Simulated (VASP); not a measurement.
# TePb (zincblende type): single point with PBEsol

TePb (zincblende type):

```
Pb Te
1.0
     0.00000    3.22817    3.22817
     3.22817    0.00000    3.22817
     3.22817    3.22817    0.00000
Pb Te
1 1
Direct
  0.00000 0.00000 0.00000
  0.25000 0.25000 0.25000
```

- Program: VASP 6.6.1
- Task: single point
- Functional: PBEsol
- Potentials or basis: VASP PAW PBE potentials, release 64 (Pb_d, Te)
- Cutoff: 520 eV
- k mesh: 11 × 11 × 11
- Occupations: fermi-dirac, width 0.1 eV
- Spin: no spin polarisation

| Quantity | Value |
| --- | --- |
| Pressure | 17.2 GPa |
| Band gap on the k mesh | zero (bands 10 and 11 overlap by 0.52 eV) |

Levels at points of the mesh, in eV from the Fermi level:
| k point | band 6 | band 7 | band 8 | band 9 | band 10 | band 11 | band 12 | band 13 | band 14 | band 15 |
| --- | --- | --- | --- | --- | --- | --- | --- | --- | --- | --- |
| (0.00, 0.00, 0.00) | -14.01 | -5.08 | -2.34 | -2.34 | -2.34 | 1.01 | 1.01 | 1.01 | 3.59 | 7.13 |

It took 95 s on 1 thread of Intel Xeon 8259CL, on a shared host, peak memory 0.24 GiB.

Caveat: the cell stands under pressure; semilocal functionals underestimate gaps, so a narrow gap can read as zero; the PAW data sets were made with another functional, which shifts forces and pressure a little; spin-orbit coupling is left out, which moves the levels of the heavy elements.
